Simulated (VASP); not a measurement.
# Ag in VASP: a series of runs

Runs on Ag. Level: PBEsol. Tasks: single point.

Program: VASP 6.6.1. These are calculated values, not measurements. Logs are shortened: lines on timing, memory, paths and dates and some standing lists are left out, and cuts for length are marked.

### 1 The cell of the first run

It takes space group Fm-3m (No. 225, cubic). Conventional cell: a = 3.923 Å, b = 3.923 Å, c = 3.923 Å, α = 90.00°, β = 90.00°, γ = 90.00°. Within 3.7 Å of Ag (site symmetry m-3m) lie 12 Ag at 2.77 Å.

### 2 Single point, PBEsol (strain -0.040 along x and y, -0.040 along z)

File INCAR:

```
PREC     = Accurate       # precision mode
ENCUT    = 520            # plane-wave cutoff, eV
EDIFF    = 1E-7           # SCF threshold, eV
ISMEAR   = 0              # smearing method
SIGMA    = 0.15           # smearing width, eV
LREAL    = False          # projectors in reciprocal space
LASPH    = True           # aspherical terms in the spheres
NELM     = 100            # most SCF steps
ALGO     = Normal         # electronic algorithm
ISIF     = 2              # what is computed and relaxed
LWAVE    = False          # write WAVECAR
LCHARG   = False          # write CHGCAR
GGA      = PS             # functional
NBANDS   = 12             # bands
```

File KPOINTS:

```
regular mesh
0
Gamma
  20 20 20
```

File POSCAR:

```
Ag
1.0
    0.0000000000      1.9613760000      1.9613760000
    1.9613760000      0.0000000000      1.9613760000
    1.9613760000      1.9613760000      0.0000000000
Ag
1
Direct
    0.0000000000      0.0000000000      0.0000000000
```

Potentials or basis: VASP PAW PBE potentials, release 64 (Ag).

Launch:

```bash
$ cat potpaw_PBE.64/Ag/POTCAR > POTCAR
$ mpirun -np 1 vasp_std > vasp.out
```

OUTCAR:

```text
PREC = Accurate
   ENCUT = 520
   EDIFF = 1E-7
   ISMEAR = 0
   LREAL = False
   LASPH = True
   NELM = 100
   ISIF = 2
   GGA = PS

 ion  position               nearest neighbor table
   1  0.000  0.000  0.000-

  LATTYP: Found a face centered cubic cell.
 ALAT       =     3.9227520000

  Lattice vectors:

 A1 = (   0.0000000000,   1.9613760000,   1.9613760000)
 A2 = (   1.9613760000,   0.0000000000,   1.9613760000)
 A3 = (   1.9613760000,   1.9613760000,   0.0000000000)

Analysis of symmetry for initial positions (statically):
=====================================================================
 Subroutine PRICEL returns:
 Original cell was already a primitive cell.

 Routine SETGRP: Setting up the symmetry group for a
 face centered cubic supercell.

 Subroutine GETGRP returns: Found 48 space group operations
 (whereof 48 operations were pure point group operations)
 out of a pool of 48 trial point group operations.

The static configuration has the point symmetry O_h .

Analysis of symmetry for dynamics (positions and initial velocities):
=====================================================================
 Subroutine PRICEL returns:
 Original cell was already a primitive cell.

 Routine SETGRP: Setting up the symmetry group for a
 face centered cubic supercell.

 Subroutine GETGRP returns: Found 48 space group operations
 (whereof 48 operations were pure point group operations)
 out of a pool of 48 trial point group operations.

The dynamic configuration has the point symmetry O_h .

 Subroutine INISYM returns: Found 48 space group operations
 (whereof 48 operations are pure point group operations),
 and found     1 'primitive' translations

----------------------------------------------------------------------------------------

                                     Primitive cell

  volume of cell :      15.0908

  direct lattice vectors                    reciprocal lattice vectors
     0.000000000  1.961376000  1.961376000    -0.254923074  0.254923074  0.254923074
     1.961376000  0.000000000  1.961376000     0.254923074 -0.254923074  0.254923074
     1.961376000  1.961376000  0.000000000     0.254923074  0.254923074 -0.254923074

  length of vectors
     2.773804540  2.773804540  2.773804540     0.441539717  0.441539717  0.441539717

  position of ions in fractional coordinates (direct lattice)
     0.000000000  0.000000000  0.000000000

  ion indices of the primitive-cell ions
   primitive index   ion index
                 1           1

----------------------------------------------------------------------------------------

 KPOINTS: regular mesh

Automatic generation of k-mesh.
 Grid dimensions read from file:
 generate k-points for:   20   20   20

 Generating k-lattice:

  Cartesian coordinates                     Fractional coordinates (reciprocal lattice)
    -0.012746154  0.012746154  0.012746154     0.050000000  0.000000000  0.000000000
     0.012746154 -0.012746154  0.012746154     0.000000000  0.050000000  0.000000000
     0.012746154  0.012746154 -0.012746154     0.000000000  0.000000000  0.050000000

  Length of vectors
     0.022076986  0.022076986  0.022076986

  Shift w.r.t. Gamma in fractional coordinates (k-lattice)
     0.000000000  0.000000000  0.000000000

 Subroutine IBZKPT returns following result:
 ===========================================

 Found    256 irreducible k-points:

 Following reciprocal coordinates:
            Coordinates               Weight
  0.000000  0.000000  0.000000      1.000000
  0.050000  0.000000  0.000000      8.000000
  0.100000  0.000000  0.000000      8.000000
  0.150000  0.000000  0.000000      8.000000
  0.200000  0.000000  0.000000      8.000000
  0.250000  0.000000  0.000000      8.000000
[... 16 lines left out ...]
 -0.400000  0.050000  0.000000     24.000000
 -0.350000  0.050000  0.000000     24.000000
 [... further k-points ...]
   k-points           NKPTS =    256   k-points in BZ     NKDIM =    256   number of bands    NBANDS=     12
   number of dos      NEDOS =    301   number of ions     NIONS =      1
   total plane-waves  NPLWV =  13824
   dimension x,y,z NGX =    24 NGY =   24 NGZ =   24
   dimension x,y,z NGXF=    48 NGYF=   48 NGZF=   48
   ions per type =               1
   NGX,Y,Z   is equivalent  to a cutoff of  14.38, 14.38, 14.38 a.u.
   NGXF,Y,Z  is equivalent  to a cutoff of  28.77, 28.77, 28.77 a.u.
 SYSTEM =  unknown system
   PREC   = accura    normal or accurate (medium, high low for compatibility)
   ISTART =      0    job   : 0-new  1-cont  2-samecut
   ICHARG =      2    charge: 1-file 2-atom 10-const
   ISPIN  =      1    spin polarized calculation?
   LNONCOLLINEAR =      F non collinear calculations
   LSORBIT =      F    spin-orbit coupling
   LASPH  =      T    aspherical Exc in radial PAW
   ENCUT  =  520.0 eV  38.22 Ry    6.18 a.u.   5.16  5.16  5.16*2*pi/ulx,y,z
   NELM   =    100;   NELMIN=  2; NELMDL= -5     # of ELM steps
   EDIFF  = 0.1E-06   stopping-criterion for ELM
   LREAL  =      F    real-space projection
   EDIFFG = 0.1E-05   stopping-criterion for IOM
   NSW    =      0    number of steps for IOM
   IBRION =     -1    ionic relax: 0-MD 1-quasi-New 2-CG
   NFREE  =      0    steps in history (QN), initial steepest desc. (CG)
   ISIF   =      2    stress and relaxation
   ISYM   =      2    0-nonsym 1-usesym 2-fastsym
   POTIM  = 0.5000    time-step for ionic-motion
   TEBEG  =    0.0;   TEEND  =   0.0 temperature during run
   PSTRESS=    0.0 pullay stress
   NELECT =      11.0000    total number of electrons
   NUPDOWN=      -1.0000    fix difference up-down
   EMIN   =  10.00;   EMAX   =-10.00  energy-range for DOS
   EFERMI =   0.00;   METHOD = LEGACY
   ISMEAR =     0;   SIGMA  =   0.15  broadening in eV -4-tet -1-fermi 0-gaus
   EFERMI_NEDOS =   21; number of points for ismear=-14 and -15
   IALGO  =     38    algorithm
   IMIX   =      4    mixing-type and parameters
     AMIX     =   0.40;   BMIX     =  1.00
     AMIX_MAG =   1.60;   BMIX_MAG =  1.00
  volume/ion in A,a.u.               =      15.09       101.84
  Fermi-wavevector in a.u.,A,eV,Ry     =   1.473335  2.784200 29.534389  2.170716
  Thomas-Fermi vector in A             =   2.588241
   LORBIT       =      0    0 simple, 1 ext, 2 COOP (PROOUT), +10 PAW based schemes
   GGA     = PS    functional components
   LHFCALC =     F    Hartree Fock is set to
   AEXX    =    0.0000 exact exchange contribution
   IVDW    =     0    specifies the selected vdW correction
   LEPSILON=     F    determine dielectric tensor
   LRPA    =     F    only Hartree local field effects (RPA)
 non-spin polarized calculation
 Gauss-broadening in eV      SIGMA  =   0.15
  energy-cutoff  :      520.00
  volume of cell :       15.09
 maximum number of plane-waves:       419
 NGX is ok and might be reduce to    24
   NGX = 11   NGY = 11   NGZ = 11

 number of electron      10.9999998 magnetization

 Free energy of the ion-electron system (eV)
  ---------------------------------------------------
  ext. energy  EPLUGINS =         0.00000000
  ---------------------------------------------------
  free energy    TOTEN  =        -3.24605248 eV

  energy without entropy =       -3.24354738  energy(sigma->0) =       -3.24479993

 E-fermi :  10.0551     XC(G=0): -13.1559

 val. band max:       10.0472559071   @ k =  -0.4500   0.1000   0.0500
 cond. band min:      10.0922692888   @ k =   0.5000   0.3500   0.1500
 fundamental gap:      0.0450133817
 Fermi energy:        10.0550711708

 k-point     1 :       0.0000    0.0000    0.0000
  band No.  band energies     occupation
      1       1.2688      2.00000
      2       4.7906      2.00000
      3       4.7906      2.00000
      4       4.7906      2.00000
      5       6.0881      2.00000
      6       6.0881      2.00000
      7      26.2424      0.00000
      8      30.5433      0.00000
      9      30.5433      0.00000
     10      30.5433      0.00000
     11      35.7022      0.00000
     12      37.7544      0.00000

 k-point     2 :       0.0500    0.0000    0.0000
  band No.  band energies     occupation
      1       1.3557      2.00000
      2       4.7662      2.00000
      3       4.8176      2.00000
      4       4.8176      2.00000
      5       6.0766      2.00000
      6       6.0766      2.00000
      7      26.2988      0.00000
      8      29.8470      0.00000
      9      30.6114      0.00000
     10      30.6114      0.00000
     11      36.0856      0.00000
     12      37.5987      0.00000

 k-point     3 :       0.1000    0.0000    0.0000
  band No.  band energies     occupation
      1       1.6086      2.00000
      2       4.7048      2.00000
      3       4.8899      2.00000
      4       4.8899      2.00000
      5       6.0511      2.00000
      6       6.0511      2.00000
      7      26.3613      0.00000
      8      28.4382      0.00000
      9      30.8000      0.00000
     10      30.8000      0.00000
     11      35.5439      0.00000
     12      37.0976      0.00000
[... 286 lines left out ...]
 k-point    23 :      -0.4000    0.0500    0.0000
  band No.  band energies     occupation
      1       2.9211      2.00000
      2       4.7800      2.00000
      3       4.8396      2.00000
      4       6.6979      2.00000
      5       6.8554      2.00000
      6       8.4565      2.00000
      7      15.9220      0.00000
      8      25.6882      0.00000
      9      28.5871      0.00000
     10      29.7637      0.00000
     11      34.6816      0.00000
     12      34.8332      0.00000

 k-point    24 :      -0.3500    0.0500    0.0000
  band No.  band energies     occupation
      1       2.9813      2.00000
      2       4.8517      2.00000
      3       4.9032      2.00000
      4       6.3344      2.00000
      5       6.6299      2.00000
      6       7.5355      2.00000
      7      17.6267      0.00000
      8      25.9869      0.00000
      9      28.8908      0.00000
     10      30.6421      0.00000
     11      34.4119      0.00000
     12      34.4808      0.00000

 [... further k-points ...]

------------------------ aborting loop because EDIFF is reached ----------------------------------------

  FORCE on cell =-STRESS in cart. coord.  units (eV):
  Direction    XX          YY          ZZ          XY          YZ          ZX
  --------------------------------------------------------------------------------------
  -------------------------------------------------------------------------------------
  Total        1.4303826      1.4303826      1.4303826      0.0000000     -0.0000000      0.0000000
  in kB      151.8623951    151.8623951    151.8623951      0.0000000     -0.0000000      0.0000000
  external PRESSURE =     151.8623951 kB  Pullay stress =       0.0000000 kB

 VOLUME and BASIS-vectors are now :
 -----------------------------------------------------------------------------
  energy-cutoff  :      520.00
  volume of cell :       15.09
      direct lattice vectors                 reciprocal lattice vectors
     0.000000000  1.961376000  1.961376000    -0.254923074  0.254923074  0.254923074
     1.961376000  0.000000000  1.961376000     0.254923074 -0.254923074  0.254923074
     1.961376000  1.961376000  0.000000000     0.254923074  0.254923074 -0.254923074

 POSITION                                       TOTAL-FORCE (eV/Angst)
 -----------------------------------------------------------------------------------
      0.00000      0.00000      0.00000         0.000000      0.000000     -0.000000
 -----------------------------------------------------------------------------------
    total drift:                               -0.000000      0.000000      0.000000

  FREE ENERGIE OF THE ION-ELECTRON SYSTEM (eV)
  ---------------------------------------------------
  free  energy   TOTEN  =        -3.2460524783 eV

  energy  without entropy=       -3.2435473776  energy(sigma->0) =       -3.24479993
```

Wall time 39 s (1 thread of Intel Xeon Platinum 8375C at 2.90GHz (Ice Lake), shared host); peak memory 0.17 GiB.

Results:

```yaml
Free_energy: -3.2461 eV
Pressure: 15.2 GPa
Band_gap_on_the_k_mesh: zero (an odd number of electrons rules out a gap without spin polarisation)
```

Caveat: the cell differs from its parent crystal (strain -0.040 along x and y, -0.040 along z); the cell stands under pressure; the PAW data sets were made with another functional, which shifts forces and pressure a little.

(Part 1 of 3 ends here.)
